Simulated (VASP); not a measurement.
Runs of VASP 6.6.1 on GaN. The structure is that of space group F-43m (No. 216), or close to it. The cells are those of the table. 

| level | cell | smearing | gap on the mesh (eV) | pressure (GPa) |
| --- | --- | --- | --- | --- |
| r2SCAN | a = 3.151, b = 3.151, c = 3.121 Å, angles 60.3, 60.3, 59.4°, 2 atoms | gaussian 0.01 eV | (a) | 9.3 |
| PBE | a = 3.180, b = 3.131, c = 3.131 Å, angles 61.0, 59.5, 59.5°, 2 atoms | fermi-dirac 0.02 eV | (b) | 12.9 |
| PBE | a = 3.151, b = 3.151, c = 3.121 Å, angles 60.3, 60.3, 59.4°, 2 atoms | fermi-dirac 0.02 eV | 1.98 | 14.3 |
| r2SCAN | a = 3.180, b = 3.131, c = 3.131 Å, angles 61.0, 59.5, 59.5°, 2 atoms | gaussian 0.01 eV | (c) | 7.7 |

Alike in all rows: task single point; potentials or basis VASP PAW PBE potentials, release 64 (Ga_d, N); no spin polarisation; k mesh 10 × 10 × 10; cutoff (eV) 520.

Task: Estimate the missing entries.

Result: (a) 2.38; (b) 1.87; (c) 2.27.

Caveats: the PAW data sets were made with another functional, which shifts forces and pressure a little (some runs).

A k mesh can miss the band edges, and the runs leave out spin-orbit coupling on Ga.
